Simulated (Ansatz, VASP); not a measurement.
## Sn: VASP beside Ansatz

```
Sn
1.0
    -1.87237    1.91020    1.89129
     1.87237   -1.91020    1.89129
     1.87237    1.91020   -1.89129
Sn
1
Direct
  0.00000 0.00000 0.00000
```

Change from the starting cell: strain -0.0100 x Voigt [1, -1, 0, 0, 0, 0], atoms carried along.

Alike in both runs: task single point; functional r2SCAN; k mesh 22 × 22 × 22; occupations gaussian, width 0.15 eV; no spin polarisation.

```csv
,VASP,Ansatz
version,VASP 6.6.1,Ansatz 0.2.0
potentials or method,"VASP PAW PBE potentials, release 64 (Sn_d), cutoff 520 eV","scalar-relativistic, plane waves, PAW"
valence electrons in the cell,14,14
```

```tsv
	VASP	Ansatz	Ansatz less VASP
gap on the k mesh at the Fermi level (eV)	none	none	-
pressure (GPa)	-0.3	-0.3	-0.01
traceless stress, the component that is largest in VASP (GPa)	-0.09	-0.09	0.000
```

VASP's potentials were made for PBE, not for r2SCAN. A gap of «none» marks a metal or a gap that the smearing closes. With one functional, cell and mesh, what is left measures potentials, basis and numerics.
